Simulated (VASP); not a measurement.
# Bi2Se3 (R-3m) in VASP: notebook

The runs below take Bi2Se3 through single point, with PBE+D3(BJ), PBE+D4.

Everything below comes from runs of VASP 6.6.1. Logs are shortened: lines on timing, memory, paths and dates and some standing lists are left out, and cuts for length are marked.

**1. The cell of the first run**

The structure is trigonal, space group R-3m (No. 166). The conventional cell has a = 4.144 Å, b = 4.144 Å, c = 28.441 Å, α = 90.00°, β = 90.00°, γ = 120.00°. Bi (site symmetry 3m) has 6 Se at 2.86 to 3.07 Å within 3.8 Å. Se (site symmetry 3m) has 3 Bi at 2.86 Å and 3 Se at 3.45 Å within 3.8 Å. Within 4.3 Å of Se (site symmetry -3m) lie 6 Bi at 3.07 Å and 12 Se at 4.14 to 4.24 Å.

**2. Single point, PBE+D3(BJ)**

Contents of INCAR:

```
  PREC = Accurate
  ENCUT = 520
  EDIFF = 1E-6
  ISMEAR = -1
  SIGMA = 0.05
  LREAL = F
  LASPH = T
  NELM = 80
  ALGO = Normal
  ISIF = 2
  LWAVE = F
  LCHARG = F
  GGA = PE
  IVDW = 12
  NBANDS = 32
```

Contents of KPOINTS:

```
Automatic mesh
0
Gamma
  8 8 8
```

Contents of POSCAR:

```
Bi2Se3
1.0
    2.0720193017      1.1962809016      9.4803149362
   -2.0720193017      1.1962809016      9.4803149362
    0.0000000000     -2.3925618032      9.4803149362
Bi Se
2 3
Direct
    0.5991148796      0.5991148796      0.5991148796
    0.4008851204      0.4008851204      0.4008851204
    0.7895355155      0.7895355155      0.7895355155
    0.2104644845      0.2104644845      0.2104644845
    0.0000000000      0.0000000000      0.0000000000
```

Potentials or basis: VASP PAW PBE potentials, release 64 (Bi_d, Se).

Command:

```
$ cat potpaw_PBE.64/Bi_d/POTCAR potpaw_PBE.64/Se/POTCAR > POTCAR
$ mpirun -np 1 vasp_std > vasp.out
```

OUTCAR:

```text
PREC = Accurate
   ENCUT = 520
   EDIFF = 1E-6
   ISMEAR = -1
   LREAL = F
   LASPH = T
   NELM = 80
   ISIF = 2
   GGA = PE
   IVDW = 12
 IVDW          = 12

 ion  position               nearest neighbor table
   1  0.599  0.599  0.599-   4 2.86   4 2.86   4 2.86   5 3.07   5 3.07   5 3.07
   2  0.401  0.401  0.401-   3 2.86   3 2.86   3 2.86   5 3.07   5 3.07   5 3.07
   3  0.790  0.790  0.790-   2 2.86   2 2.86   2 2.86
   4  0.210  0.210  0.210-   1 2.86   1 2.86   1 2.86
   5  0.000  0.000  0.000-   1 3.07   2 3.07   1 3.07   1 3.07   2 3.07   2 3.07

  LATTYP: Found a trigonal (rhomboedric) cell.
 ALAT       =     9.7775622356
 COS(alpha) =     0.9101834413

  Lattice vectors:

 A1 = (   2.0720193017,   1.1962809016,   9.4803149362)
 A2 = (  -2.0720193017,   1.1962809016,   9.4803149362)
 A3 = (   0.0000000000,  -2.3925618032,   9.4803149362)

Analysis of symmetry for initial positions (statically):
=====================================================================
 Subroutine PRICEL returns:
 Original cell was already a primitive cell.

 Routine SETGRP: Setting up the symmetry group for a
 trigonal (rhombohedral) supercell.

 Subroutine GETGRP returns: Found 12 space group operations
 (whereof 12 operations were pure point group operations)
 out of a pool of 12 trial point group operations.

The static configuration has the point symmetry D_3d.

Analysis of symmetry for dynamics (positions and initial velocities):
=====================================================================
 Subroutine PRICEL returns:
 Original cell was already a primitive cell.

 Routine SETGRP: Setting up the symmetry group for a
 trigonal (rhombohedral) supercell.

 Subroutine GETGRP returns: Found 12 space group operations
 (whereof 12 operations were pure point group operations)
 out of a pool of 12 trial point group operations.

The dynamic configuration has the point symmetry D_3d.

 Subroutine INISYM returns: Found 12 space group operations
 (whereof 12 operations are pure point group operations),
 and found     1 'primitive' translations

----------------------------------------------------------------------------------------

                                     Primitive cell

  volume of cell :     140.9941

  direct lattice vectors                    reciprocal lattice vectors
     2.072019302  1.196280902  9.480314936     0.241310493  0.139320678  0.035160576
    -2.072019302  1.196280902  9.480314936    -0.241310493  0.139320678  0.035160576
     0.000000000 -2.392561803  9.480314936     0.000000000 -0.278641357  0.035160576

  length of vectors
     9.777562236  9.777562236  9.777562236     0.280850978  0.280850978  0.280850978

  position of ions in fractional coordinates (direct lattice)
     0.599114880  0.599114880  0.599114880
     0.400885120  0.400885120  0.400885120
     0.789535515  0.789535515  0.789535515
     0.210464485  0.210464485  0.210464485
     0.000000000  0.000000000  0.000000000

  ion indices of the primitive-cell ions
   primitive index   ion index
                 1           1
                 2           2
                 3           3
                 4           4
                 5           5

----------------------------------------------------------------------------------------

 KPOINTS: Automatic mesh

Automatic generation of k-mesh.
 Grid dimensions read from file:
 generate k-points for:    8    8    8

 Generating k-lattice:

  Cartesian coordinates                     Fractional coordinates (reciprocal lattice)
     0.030163812  0.017415085  0.004395072     0.125000000  0.000000000 -0.000000000
    -0.030163812  0.017415085  0.004395072     0.000000000  0.125000000 -0.000000000
     0.000000000 -0.034830170  0.004395072    -0.000000000 -0.000000000  0.125000000

  Length of vectors
     0.035106372  0.035106372  0.035106372

  Shift w.r.t. Gamma in fractional coordinates (k-lattice)
     0.000000000  0.000000000  0.000000000

 Subroutine IBZKPT returns following result:
 ===========================================

 Found     65 irreducible k-points:

 Following reciprocal coordinates:
            Coordinates               Weight
  0.000000  0.000000  0.000000      1.000000
  0.125000  0.000000 -0.000000      6.000000
  0.250000  0.000000 -0.000000      6.000000
  0.375000 -0.000000 -0.000000      6.000000
  0.500000  0.000000 -0.000000      3.000000
  0.125000  0.125000 -0.000000      6.000000
[... 16 lines left out ...]
  0.250000  0.125000  0.125000      6.000000
  0.375000  0.125000  0.125000      6.000000
 [... further k-points ...]
   k-points           NKPTS =     65   k-points in BZ     NKDIM =     65   number of bands    NBANDS=     32
   number of dos      NEDOS =    301   number of ions     NIONS =      5
   total plane-waves  NPLWV = 512000
   dimension x,y,z NGX =    80 NGY =   80 NGZ =   80
   dimension x,y,z NGXF=   160 NGYF=  160 NGZF=  160
   ions per type =               2   3
   NGX,Y,Z   is equivalent  to a cutoff of  13.60, 13.60, 13.60 a.u.
   NGXF,Y,Z  is equivalent  to a cutoff of  27.20, 27.20, 27.20 a.u.
 SYSTEM =  unknown system
   PREC   = accura    normal or accurate (medium, high low for compatibility)
   ISTART =      0    job   : 0-new  1-cont  2-samecut
   ICHARG =      2    charge: 1-file 2-atom 10-const
   ISPIN  =      1    spin polarized calculation?
   LNONCOLLINEAR =      F non collinear calculations
   LSORBIT =      F    spin-orbit coupling
   LASPH  =      T    aspherical Exc in radial PAW
   ENCUT  =  520.0 eV  38.22 Ry    6.18 a.u.  18.18 18.18 18.18*2*pi/ulx,y,z
   NELM   =     80;   NELMIN=  2; NELMDL= -5     # of ELM steps
   EDIFF  = 0.1E-05   stopping-criterion for ELM
   LREAL  =      F    real-space projection
   EDIFFG = 0.1E-04   stopping-criterion for IOM
   NSW    =      0    number of steps for IOM
   IBRION =     -1    ionic relax: 0-MD 1-quasi-New 2-CG
   NFREE  =      0    steps in history (QN), initial steepest desc. (CG)
   ISIF   =      2    stress and relaxation
   ISYM   =      2    0-nonsym 1-usesym 2-fastsym
   POTIM  = 0.5000    time-step for ionic-motion
   TEBEG  =    0.0;   TEEND  =   0.0 temperature during run
   PSTRESS=    0.0 pullay stress
   NELECT =      48.0000    total number of electrons
   NUPDOWN=      -1.0000    fix difference up-down
   EMIN   =  10.00;   EMAX   =-10.00  energy-range for DOS
   EFERMI =   0.00;   METHOD = LEGACY
   ISMEAR =    -1;   SIGMA  =   0.05  broadening in eV -4-tet -1-fermi 0-gaus
   EFERMI_NEDOS =   21; number of points for ismear=-14 and -15
   IALGO  =     38    algorithm
   IMIX   =      4    mixing-type and parameters
     AMIX     =   0.40;   BMIX     =  1.00
     AMIX_MAG =   1.60;   BMIX_MAG =  1.00
  volume/ion in A,a.u.               =      28.20       190.30
  Fermi-wavevector in a.u.,A,eV,Ry     =   1.143111  2.160166 17.778758  1.306702
  Thomas-Fermi vector in A             =   2.279807
   LORBIT       =      0    0 simple, 1 ext, 2 COOP (PROOUT), +10 PAW based schemes
   GGA     = PE    functional components
   LHFCALC =     F    Hartree Fock is set to
   AEXX    =    0.0000 exact exchange contribution
   IVDW    =    12    specifies the selected vdW correction
   LEPSILON=     F    determine dielectric tensor
   LRPA    =     F    only Hartree local field effects (RPA)
 non-spin polarized calculation
  energy-cutoff  :      520.00
  volume of cell :      140.99
 maximum number of plane-waves:      3839
 NGX is ok and might be reduce to    80
   NGX = 37   NGY = 37   NGZ = 37

 number of electron      47.9999995 magnetization

 Free energy of the ion-electron system (eV)
  ---------------------------------------------------
  ext. energy  EPLUGINS =         0.00000000
  ---------------------------------------------------
  free energy    TOTEN  =       -20.14666254 eV

  energy without entropy =      -20.14641437  energy(sigma->0) =      -20.14653845

 E-fermi :   5.1690     XC(G=0):  -9.5382

 val. band max:        5.0881440599   @ k =   0.0000   0.0000   0.0000
 cond. band min:       5.2463450349   @ k =   0.0000   0.0000   0.0000
 fundamental gap:      0.1582009750
 Fermi energy:         5.1689808413

 k-point     1 :       0.0000    0.0000    0.0000
  band No.  band energies     occupation
      1     -18.0886      2.00000
      2     -18.0886      2.00000
      3     -18.0869      2.00000
      4     -18.0869      2.00000
      5     -18.0810      2.00000
      6     -18.0784      2.00000
[... 24 lines left out ...]
     31      10.8612      0.00000
     32      12.0061      0.00000

 k-point     2 :       0.1250    0.0000   -0.0000
  band No.  band energies     occupation
      1     -18.0907      2.00000
      2     -18.0885      2.00000
      3     -18.0850      2.00000
      4     -18.0832      2.00000
      5     -18.0787      2.00000
      6     -18.0762      2.00000
[... 24 lines left out ...]
     31      10.4631      0.00000
     32      11.0588      0.00000

 k-point     3 :       0.2500    0.0000   -0.0000
  band No.  band energies     occupation
      1     -18.0970      2.00000
      2     -18.0937      2.00000
      3     -18.0783      2.00000
      4     -18.0775      2.00000
      5     -18.0755      2.00000
      6     -18.0737      2.00000
[... 24 lines left out ...]
     31       9.5703      0.00000
     32      11.2864      0.00000

 k-point     4 :       0.3750   -0.0000   -0.0000
  band No.  band energies     occupation
      1     -18.1045      2.00000
      2     -18.0998      2.00000
      3     -18.0823      2.00000
      4     -18.0773      2.00000
      5     -18.0760      2.00000
      6     -18.0718      2.00000
[... 654 lines left out ...]
     31      10.8585      0.00000
     32      11.8034      0.00000

 k-point    23 :       0.2500    0.1250    0.1250
  band No.  band energies     occupation
      1     -18.0907      2.00000
      2     -18.0885      2.00000
      3     -18.0850      2.00000
      4     -18.0832      2.00000
      5     -18.0787      2.00000
      6     -18.0762      2.00000
[... 24 lines left out ...]
     31      10.4214      0.00000
     32      11.2588      0.00000

 k-point    24 :       0.3750    0.1250    0.1250
  band No.  band energies     occupation
      1     -18.0970      2.00000
      2     -18.0937      2.00000
      3     -18.0783      2.00000
      4     -18.0775      2.00000
      5     -18.0756      2.00000
      6     -18.0737      2.00000
[... 24 lines left out ...]
     31       9.6636      0.00000
     32      11.3471      0.00000

 [... further k-points ...]

------------------------ aborting loop because EDIFF is reached ----------------------------------------

 Edisp (eV)   -2.01582

 E8    (eV) :    -0.9122

  FORCE on cell =-STRESS in cart. coord.  units (eV):
  Direction    XX          YY          ZZ          XY          YZ          ZX
  --------------------------------------------------------------------------------------
  -------------------------------------------------------------------------------------
  Total       0.02206     0.02206     0.00721     0.00000     0.00000     0.00000
  in kB       0.25065     0.25065     0.08195     0.00000     0.00000     0.00000
  external pressure =        0.19 kB  Pullay stress =        0.00 kB

 VOLUME and BASIS-vectors are now :
 -----------------------------------------------------------------------------
  energy-cutoff  :      520.00
  volume of cell :      140.99
      direct lattice vectors                 reciprocal lattice vectors
     2.072019302  1.196280902  9.480314936     0.241310493  0.139320678  0.035160576
    -2.072019302  1.196280902  9.480314936    -0.241310493  0.139320678  0.035160576
     0.000000000 -2.392561803  9.480314936     0.000000000 -0.278641357  0.035160576

 POSITION                                       TOTAL-FORCE (eV/Angst)
 -----------------------------------------------------------------------------------
      0.00000      0.00000     17.03939         0.000000      0.000000      0.005376
      0.00000      0.00000     11.40155         0.000000      0.000000     -0.005376
      0.00000      0.00000     22.45514         0.000000      0.000000      0.008281
      0.00000      0.00000      5.98581         0.000000     -0.000000     -0.008281
      0.00000      0.00000      0.00000         0.000000      0.000000      0.000000
 -----------------------------------------------------------------------------------
    total drift:                                0.000000      0.000000     -0.000000

  FREE ENERGIE OF THE ION-ELECTRON SYSTEM (eV)
  ---------------------------------------------------
  free  energy   TOTEN  =       -22.1624860187 eV

  energy  without entropy=      -22.1622378499  energy(sigma->0) =      -22.16236193
```

Run time: 24 min. Hardware: 1 thread of Intel Xeon Platinum 8488C (Sapphire Rapids), shared host; peak memory 1 GiB.

What came out:

```
Free energy                : -22.1625 eV
Pressure                   : 0.0 GPa
Largest force              : 0.008 eV/Å
Band gap on the k mesh     : 0.16 eV
Dispersion energy per atom : -0.403 eV
```

Forces in eV/Å, atoms in the order of the input:
```
Bi   0.000  0.000  0.005
Bi   0.000  0.000 -0.005
Se   0.000  0.000  0.008
Se   0.000  0.000 -0.008
Se   0.000  0.000  0.000
```

Caveat: spin-orbit coupling is left out, which moves the levels of the heavy elements. A k mesh can miss the band edges.

**3. Single point, PBE+D4**

Contents of INCAR:

```
SYSTEM = Bi2Se3
PREC = Accurate
ENCUT = 520
EDIFF = 1E-7
ISMEAR = -1
SIGMA = 0.05
LREAL = .False.
LASPH = .True.
NELM = 100
ALGO = Normal
ISIF = 2
LWAVE = .False.
LCHARG = .True.
GGA = PE
IVDW = 13
LELF = .True.
LVHAR = .True.
NBANDS = 32
```

Contents of KPOINTS:

```
Automatic mesh
0
Gamma
  8 8 8
  0 0 0
```

Contents of POSCAR:

```
Bi2Se3
1.0
    2.0714750941      1.1959667032      9.4671860137
   -2.0714750941      1.1959667032      9.4671860137
    0.0000000000     -2.3919334064      9.4671860137
Bi Se
2 3
Direct
    0.5990709688      0.5990709688      0.5990709688
    0.4009290312      0.4009290312      0.4009290312
    0.7896533114      0.7896533114      0.7896533114
    0.2103466886      0.2103466886      0.2103466886
    0.0000000000      0.0000000000      0.0000000000
```

Potentials or basis: VASP PAW PBE potentials, release 64 (Bi_d, Se).

Command:

```
$ cat potpaw_PBE.64/Bi_d/POTCAR potpaw_PBE.64/Se/POTCAR > POTCAR
$ mpirun -np 1 vasp_std > vasp.out
```

It took 21 min on 1 thread of Intel Xeon Platinum 8488C (Sapphire Rapids), shared host; peak memory 1 GiB.

It converged, with:

```
Free energy                : -22.3583 eV
Pressure                   : 0.0 GPa
Largest force              : 0.007 eV/Å
Band gap on the k mesh     : 0.15 eV
Dispersion energy per atom : -0.443 eV
```

Forces on the atoms (eV/Å):
```
Bi   0.000  0.000  0.004
Bi   0.000  0.000 -0.004
Se   0.000  0.000  0.007
Se   0.000  0.000 -0.007
Se   0.000  0.000  0.000
```

Levels at points of the mesh, in eV from the valence-band top:
```tsv
k point	band 22	band 23	band 24	band 25	band 26	band 27
(0.00, 0.00, 0.00)	-1.26	-1.26	0.00	0.15	1.29	1.29
(0.50, 0.00, 0.00)	-2.29	-1.27	-0.56	0.77	1.78	2.95
(0.50, 0.50, 0.00)	-1.93	-1.76	-1.01	1.28	1.90	2.52
(0.50, 0.50, 0.50)	-1.49	-1.49	-0.54	0.67	1.64	1.64
```

Caveat: spin-orbit coupling is left out, which moves the levels of the heavy elements.
